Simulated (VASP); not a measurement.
**Si: single point with PBE**

Si:

```
Si
1.0
    -1.65882    1.65882    1.34623
     1.65882   -1.65882    1.34623
     1.65882    1.65882   -1.34623
Si
1
Direct
  0.00000 0.00000 0.00000
```

```json
{
  "Program": "VASP 6.6.1",
  "Task": "single point",
  "Functional": "PBE",
  "Potentials or basis": "VASP PAW PBE potentials, release 64 (Si)",
  "Cutoff": "500 eV",
  "k mesh": "14 × 14 × 14",
  "Occupations": "methfessel-paxton, width 0.2 eV",
  "Spin": "no spin polarisation",
  "Dipole correction": "no",
  "Further INCAR settings": "ALGO = Normal; EDIFF = 1e-06; NBANDS = 8"
}
```

The pressure is -1.9 GPa and the band gap on the k mesh is zero (band 2 reaches 19.26 eV, above the bottom of band 3 at 6.53 eV).

Stress tensor (GPa, compression positive):
```
-1.05  0.00  0.00
 0.00 -1.05  0.00
 0.00  0.00 -3.48
```

Levels at points of the mesh, in eV from the Fermi level:
```csv
k point,band 1,band 2,band 3,band 4,band 5
"(0.00, 0.00, 0.00)",-14.24,9.42,9.54,9.54,12.70
"(0.50, 0.00, 0.00)",-6.16,-6.02,4.50,6.25,6.29
"(0.50, 0.50, 0.00)",-8.39,-7.06,8.50,11.05,11.26
"(0.50, 0.50, 0.50)",-2.32,-2.32,-1.72,1.37,3.93
```

Wall time 29 s on 1 thread of Intel Xeon 8259CL, on a shared host, peak memory 0.13 GiB.
